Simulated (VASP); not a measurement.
Set up this calculation in VASP 6.6.1, as the native input.

| Item | Value |
| --- | --- |
| Task | single point |
| Functional | PBE |
| Potentials or basis | VASP PAW PBE potentials, release 64 (Mg, O) |
| Cutoff | 520 eV |
| k mesh | 9 × 9 × 9 |
| Occupations | gaussian, width 0.02 eV |
| Spin | no spin polarisation |
| Dipole correction | no |
| Further INCAR settings | ALGO = Normal; EDIFF = 1e-06; NBANDS = 11 |

The structure of MgO lies in POSCAR:

```
MgO
1.0
    0.0000000000      2.1320000000      2.1320000000
    2.1320000000      0.0000000000      2.1320000000
    2.1320000000      2.1320000000      0.0000000000
Mg O
1 1
Direct
    0.0000000000      0.0000000000      0.0000000000
    0.5000000000      0.5000000000      0.5000000000
```

The input as run:

INCAR

```
ALGO = Normal ; EDIFF = 1E-6
ENCUT = 520 ; GGA = PE
ISIF = 2 ; ISMEAR = 0
LASPH = T ; LCHARG = T
LELF = T ; LREAL = F
LVHAR = T ; LWAVE = F
NBANDS = 11 ; NELM = 60
PREC = Accurate ; SIGMA = 0.02
```

KPOINTS

```
k-points
0
Gamma
  9 9 9
```

Potentials or basis: VASP PAW PBE potentials, release 64 (Mg, O).

Run with:

```bash
$ cat potpaw_PBE.64/Mg/POTCAR potpaw_PBE.64/O/POTCAR > POTCAR
$ mpirun -np 1 vasp_std > vasp.out
```

Results of the run:

- Pressure: -1.8 GPa
- Band gap on the k mesh: 4.38 eV, direct

Wall time 5.1 s on 1 thread of Intel(R) Xeon(R) Platinum 8488C (Sapphire Rapids), on a shared host, peak memory 0.13 GiB.
